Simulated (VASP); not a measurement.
# Li2S (Fm-3m) in VASP: notebook

Runs on Li2S. Level: PBE. Tasks: single point.

Program: VASP 6.6.1. These are calculated values, not measurements. Logs are shortened: lines on timing, memory, paths and dates and some standing lists are left out, and cuts for length are marked.

## Step 1: The cell of the first run

It takes space group Fm-3m (No. 225, cubic). Conventional cell: a = 5.594 Å, b = 5.594 Å, c = 5.594 Å, α = 90.00°, β = 90.00°, γ = 90.00°. Li (site symmetry -43m) has 4 S at 2.42 Å and 6 Li at 2.80 Å within 3.2 Å. S (site symmetry m-3m) has 8 Li at 2.42 Å within 3.2 Å.

## Step 2: Single point, PBE (volume changed by -5%)

The input, INCAR:

```
  PREC = Accurate
  ENCUT = 750
  EDIFF = 1E-6
  ISMEAR = 0
  SIGMA = 0.01
  LREAL = F
  LASPH = T
  NELM = 120
  ALGO = Normal
  ISIF = 2
  LWAVE = F
  LCHARG = F
  GGA = PE
  NBANDS = 13
  GGA_COMPAT = F
```

The input, KPOINTS:

```
regular mesh
0
Gamma
  4 4 4
```

The input, POSCAR:

```
Li2S
1.0
    0.0000000000      2.7970597709      2.7970597709
    2.7970597709      0.0000000000      2.7970597709
    2.7970597709      2.7970597709      0.0000000000
Li S
2 1
Direct
    0.2500000000      0.2500000000      0.2500000000
    0.7500000000      0.7500000000      0.7500000000
    0.0000000000      0.0000000000      0.0000000000
```

Potentials or basis: VASP PAW PBE potentials, release 64 (Li_sv, S).

The run is started by

```console
$ cat potpaw_PBE.64/Li_sv/POTCAR potpaw_PBE.64/S/POTCAR > POTCAR
$ mpirun -np 1 vasp_std > vasp.out
```

OUTCAR:

```text
PREC = Accurate
   ENCUT = 750
   EDIFF = 1E-6
   ISMEAR = 0
   LREAL = F
   LASPH = T
   NELM = 120
   ISIF = 2
   GGA = PE

 ion  position               nearest neighbor table
   1  0.250  0.250  0.250-   3 2.42   3 2.42   3 2.42   3 2.42
   2  0.750  0.750  0.750-   3 2.42   3 2.42   3 2.42   3 2.42
   3  0.000  0.000  0.000-   2 2.42   2 2.42   2 2.42   1 2.42   2 2.42   1 2.42   1 2.42   1 2.42

  LATTYP: Found a face centered cubic cell.
 ALAT       =     5.5941195418

  Lattice vectors:

 A1 = (   0.0000000000,   2.7970597709,   2.7970597709)
 A2 = (   2.7970597709,   0.0000000000,   2.7970597709)
 A3 = (   2.7970597709,   2.7970597709,   0.0000000000)

Analysis of symmetry for initial positions (statically):
=====================================================================
 Subroutine PRICEL returns:
 Original cell was already a primitive cell.

 Routine SETGRP: Setting up the symmetry group for a
 face centered cubic supercell.

 Subroutine GETGRP returns: Found 48 space group operations
 (whereof 48 operations were pure point group operations)
 out of a pool of 48 trial point group operations.

The static configuration has the point symmetry O_h .

Analysis of symmetry for dynamics (positions and initial velocities):
=====================================================================
 Subroutine PRICEL returns:
 Original cell was already a primitive cell.

 Routine SETGRP: Setting up the symmetry group for a
 face centered cubic supercell.

 Subroutine GETGRP returns: Found 48 space group operations
 (whereof 48 operations were pure point group operations)
 out of a pool of 48 trial point group operations.

The dynamic configuration has the point symmetry O_h .

 Subroutine INISYM returns: Found 48 space group operations
 (whereof 48 operations are pure point group operations),
 and found     1 'primitive' translations

----------------------------------------------------------------------------------------

                                     Primitive cell

  volume of cell :      43.7658

  direct lattice vectors                    reciprocal lattice vectors
     0.000000000  2.797059771  2.797059771    -0.178759140  0.178759140  0.178759140
     2.797059771  0.000000000  2.797059771     0.178759140 -0.178759140  0.178759140
     2.797059771  2.797059771  0.000000000     0.178759140  0.178759140 -0.178759140

  length of vectors
     3.955639863  3.955639863  3.955639863     0.309619913  0.309619913  0.309619913

  position of ions in fractional coordinates (direct lattice)
     0.250000000  0.250000000  0.250000000
     0.750000000  0.750000000  0.750000000
     0.000000000  0.000000000  0.000000000

  ion indices of the primitive-cell ions
   primitive index   ion index
                 1           1
                 2           2
                 3           3

----------------------------------------------------------------------------------------

 KPOINTS: regular mesh

Automatic generation of k-mesh.
 Grid dimensions read from file:
 generate k-points for:    4    4    4

 Generating k-lattice:

  Cartesian coordinates                     Fractional coordinates (reciprocal lattice)
    -0.044689785  0.044689785  0.044689785     0.250000000  0.000000000  0.000000000
     0.044689785 -0.044689785  0.044689785     0.000000000  0.250000000  0.000000000
     0.044689785  0.044689785 -0.044689785     0.000000000  0.000000000  0.250000000

  Length of vectors
     0.077404978  0.077404978  0.077404978

  Shift w.r.t. Gamma in fractional coordinates (k-lattice)
     0.000000000  0.000000000  0.000000000

 Subroutine IBZKPT returns following result:
 ===========================================

 Found      8 irreducible k-points:

 Following reciprocal coordinates:
            Coordinates               Weight
  0.000000  0.000000  0.000000      1.000000
  0.250000  0.000000  0.000000      8.000000
  0.500000  0.000000  0.000000      4.000000
  0.250000  0.250000  0.000000      6.000000
  0.500000  0.250000  0.000000     24.000000
 -0.250000  0.250000  0.000000     12.000000
  0.500000  0.500000  0.000000      3.000000
 -0.250000  0.500000  0.250000      6.000000
   k-points           NKPTS =      8   k-points in BZ     NKDIM =      8   number of bands    NBANDS=     13
   number of dos      NEDOS =    301   number of ions     NIONS =      3
   total plane-waves  NPLWV =  46656
   dimension x,y,z NGX =    36 NGY =   36 NGZ =   36
   dimension x,y,z NGXF=    72 NGYF=   72 NGZF=   72
   ions per type =               2   1
   NGX,Y,Z   is equivalent  to a cutoff of  15.13, 15.13, 15.13 a.u.
   NGXF,Y,Z  is equivalent  to a cutoff of  30.26, 30.26, 30.26 a.u.
 SYSTEM =  unknown system
   PREC   = accura    normal or accurate (medium, high low for compatibility)
   ISTART =      0    job   : 0-new  1-cont  2-samecut
   ICHARG =      2    charge: 1-file 2-atom 10-const
   ISPIN  =      1    spin polarized calculation?
   LNONCOLLINEAR =      F non collinear calculations
   LSORBIT =      F    spin-orbit coupling
   LASPH  =      T    aspherical Exc in radial PAW
   ENCUT  =  750.0 eV  55.12 Ry    7.42 a.u.   8.83  8.83  8.83*2*pi/ulx,y,z
   NELM   =    120;   NELMIN=  2; NELMDL= -5     # of ELM steps
   EDIFF  = 0.1E-05   stopping-criterion for ELM
   LREAL  =      F    real-space projection
   EDIFFG = 0.1E-04   stopping-criterion for IOM
   NSW    =      0    number of steps for IOM
   IBRION =     -1    ionic relax: 0-MD 1-quasi-New 2-CG
   NFREE  =      0    steps in history (QN), initial steepest desc. (CG)
   ISIF   =      2    stress and relaxation
   ISYM   =      2    0-nonsym 1-usesym 2-fastsym
   POTIM  = 0.5000    time-step for ionic-motion
   TEBEG  =    0.0;   TEEND  =   0.0 temperature during run
   PSTRESS=    0.0 pullay stress
   NELECT =      12.0000    total number of electrons
   NUPDOWN=      -1.0000    fix difference up-down
   EMIN   =  10.00;   EMAX   =-10.00  energy-range for DOS
   EFERMI =   0.00;   METHOD = LEGACY
   ISMEAR =     0;   SIGMA  =   0.01  broadening in eV -4-tet -1-fermi 0-gaus
   EFERMI_NEDOS =   21; number of points for ismear=-14 and -15
   IALGO  =     38    algorithm
   IMIX   =      4    mixing-type and parameters
     AMIX     =   0.40;   BMIX     =  1.00
     AMIX_MAG =   1.60;   BMIX_MAG =  1.00
  volume/ion in A,a.u.               =      14.59        98.45
  Fermi-wavevector in a.u.,A,eV,Ry     =   1.063547  2.009813 15.389999  1.131133
  Thomas-Fermi vector in A             =   2.199036
   LORBIT       =      0    0 simple, 1 ext, 2 COOP (PROOUT), +10 PAW based schemes
   GGA     = PE    functional components
   LHFCALC =     F    Hartree Fock is set to
   AEXX    =    0.0000 exact exchange contribution
   IVDW    =     0    specifies the selected vdW correction
   LEPSILON=     F    determine dielectric tensor
   LRPA    =     F    only Hartree local field effects (RPA)
 non-spin polarized calculation
 Gauss-broadening in eV      SIGMA  =   0.01
  energy-cutoff  :      750.00
  volume of cell :       43.77
 maximum number of plane-waves:      2085
   NGX = 17   NGY = 17   NGZ = 17

 number of electron      11.9999996 magnetization

 Free energy of the ion-electron system (eV)
  ---------------------------------------------------
  ext. energy  EPLUGINS =         0.00000000
  ---------------------------------------------------
  free energy    TOTEN  =       -11.96483741 eV

  energy without entropy =      -11.96483741  energy(sigma->0) =      -11.96483741

 E-fermi :   1.9791     XC(G=0):  -8.7154

 val. band max:        1.8193662059   @ k =   0.0000   0.0000   0.0000
 cond. band min:       5.1647011173   @ k =   0.5000   0.5000   0.0000
 fundamental gap:      3.3453349114
 Fermi energy:         1.9790925786

 k-point     1 :       0.0000    0.0000    0.0000
  band No.  band energies     occupation
      1     -42.2643      2.00000
      2     -42.2116      2.00000
      3      -9.3563      2.00000
      4       1.8194      2.00000
      5       1.8194      2.00000
      6       1.8194      2.00000
      7       6.3743      0.00000
      8       8.0664      0.00000
      9       8.0664      0.00000
     10       8.0664      0.00000
     11      13.1383      0.00000
     12      13.1383      0.00000
     13      14.5229      0.00000

 k-point     2 :       0.2500    0.0000    0.0000
  band No.  band energies     occupation
      1     -42.2560      2.00000
      2     -42.2188      2.00000
      3      -9.1344      2.00000
      4       0.0274      2.00000
      5       1.5171      2.00000
      6       1.5171      2.00000
      7       7.4449      0.00000
      8       8.6530      0.00000
      9       8.6530      0.00000
     10       9.4248      0.00000
     11      11.8058      0.00000
     12      11.8058      0.00000
     13      15.2065      0.00000

 k-point     3 :       0.5000    0.0000    0.0000
  band No.  band energies     occupation
      1     -42.2369      2.00000
      2     -42.2368      2.00000
      3      -8.8773      2.00000
      4      -1.2416      2.00000
      5       1.2707      2.00000
      6       1.2707      2.00000
      7       8.1824      0.00000
      8       8.4146      0.00000
      9       8.4146      0.00000
     10      10.5070      0.00000
     11      15.0129      0.00000
     12      15.0223      0.00000
     13      15.0697      0.00000
[... 49 lines left out ...]
 k-point     7 :       0.5000    0.5000    0.0000
  band No.  band energies     occupation
      1     -42.2452      2.00000
      2     -42.2277      2.00000
      3      -8.7396      2.00000
      4      -0.4651      2.00000
      5       0.2866      2.00000
      6       0.2866      2.00000
      7       5.1647      0.00000
      8       9.0489      0.00000
      9      13.3174      0.00000
     10      13.3174      0.00000
     11      14.5290      0.00000
     12      14.5417      0.00000
     13      14.5417      0.00000

 k-point     8 :      -0.2500    0.5000    0.2500
  band No.  band energies     occupation
      1     -42.2365      2.00000
      2     -42.2365      2.00000
      3      -8.7256      2.00000
      4      -0.1217      2.00000
      5      -0.1217      2.00000
      6      -0.0876      2.00000
      7       7.3644      0.00000
      8       9.2954      0.00000
      9      10.9216      0.00000
     10      10.9216      0.00000
     11      14.1878      0.00000
     12      14.1878      0.00000
     13      14.6984      0.00000

------------------------ aborting loop because EDIFF is reached ----------------------------------------

  FORCE on cell =-STRESS in cart. coord.  units (eV):
  Direction    XX          YY          ZZ          XY          YZ          ZX
  --------------------------------------------------------------------------------------
  -------------------------------------------------------------------------------------
  Total        0.7168477      0.7168477      0.7168477      0.0000000      0.0000000     -0.0000000
  in kB       26.2423223     26.2423223     26.2423223      0.0000000      0.0000000     -0.0000000
  external PRESSURE =      26.2423223 kB  Pullay stress =       0.0000000 kB

 VOLUME and BASIS-vectors are now :
 -----------------------------------------------------------------------------
  energy-cutoff  :      750.00
  volume of cell :       43.77
      direct lattice vectors                 reciprocal lattice vectors
     0.000000000  2.797059771  2.797059771    -0.178759140  0.178759140  0.178759140
     2.797059771  0.000000000  2.797059771     0.178759140 -0.178759140  0.178759140
     2.797059771  2.797059771  0.000000000     0.178759140  0.178759140 -0.178759140

 POSITION                                       TOTAL-FORCE (eV/Angst)
 -----------------------------------------------------------------------------------
      1.39853      1.39853      1.39853         0.000000      0.000000      0.000000
      4.19559      4.19559      4.19559        -0.000000     -0.000000     -0.000000
      0.00000      0.00000      0.00000        -0.000000      0.000000     -0.000000
 -----------------------------------------------------------------------------------
    total drift:                                0.000000      0.000000      0.000000

  FREE ENERGIE OF THE ION-ELECTRON SYSTEM (eV)
  ---------------------------------------------------
  free  energy   TOTEN  =       -11.9648374067 eV

  energy  without entropy=      -11.9648374067  energy(sigma->0) =      -11.96483741
```

Run time: 13 s. Hardware: 1 thread of AMD EPYC 9R45 (Zen 5), shared host; peak memory 0.16 GiB.

What came out:

* Free energy: -11.9648 eV
* Pressure: 2.6 GPa
* Band gap on the k mesh: 3.35 eV, indirect (least direct gap 4.55 eV)

Caveat: the k points lie up to 0.49 Å⁻¹ apart. A k mesh can miss the band edges.

## Step 3: Single point, PBE (volume changed by -10%)

INCAR is that of step 2.

The input, KPOINTS:

```
Automatic mesh
0
Gamma
  4 4 4
```

The input, POSCAR:

```
Li2S
1.0
    0.0000000000      2.7471015570      2.7471015570
    2.7471015570      0.0000000000      2.7471015570
    2.7471015570      2.7471015570      0.0000000000
Li S
2 1
Direct
    0.2500000000      0.2500000000      0.2500000000
    0.7500000000      0.7500000000      0.7500000000
    0.0000000000      0.0000000000      0.0000000000
```

Potentials or basis: VASP PAW PBE potentials, release 64 (Li_sv, S).

The run is started by

```console
$ cat potpaw_PBE.64/Li_sv/POTCAR potpaw_PBE.64/S/POTCAR > POTCAR
$ mpirun -np 1 vasp_std > vasp.out
```

It took 12 s on 1 thread of AMD EPYC 9R45 (Zen 5), shared host; peak memory 0.16 GiB.

Results (log left out):

| Property | Result |
| --- | --- |
| Free energy | -11.9043 eV |
| Pressure | 5.6 GPa |
| Band gap on the k mesh | 3.29 eV, indirect (least direct gap 4.85 eV) |

Levels at points of the mesh, in eV from the valence-band top:
```
           k point  band 4  band 5  band 6  band 7  band 8  band 9
(0.00, 0.00, 0.00)    0.00    0.00    0.00    4.85    6.26    6.26
(0.50, 0.00, 0.00)   -3.25   -0.59   -0.59    6.61    6.61    6.63
(0.50, 0.50, 0.00)   -2.40   -1.65   -1.65    3.29    7.37   11.91
```

Caveat: the k points lie up to 0.50 Å⁻¹ apart. A k mesh can miss the band edges.

(Continued in part 2 of 2.)
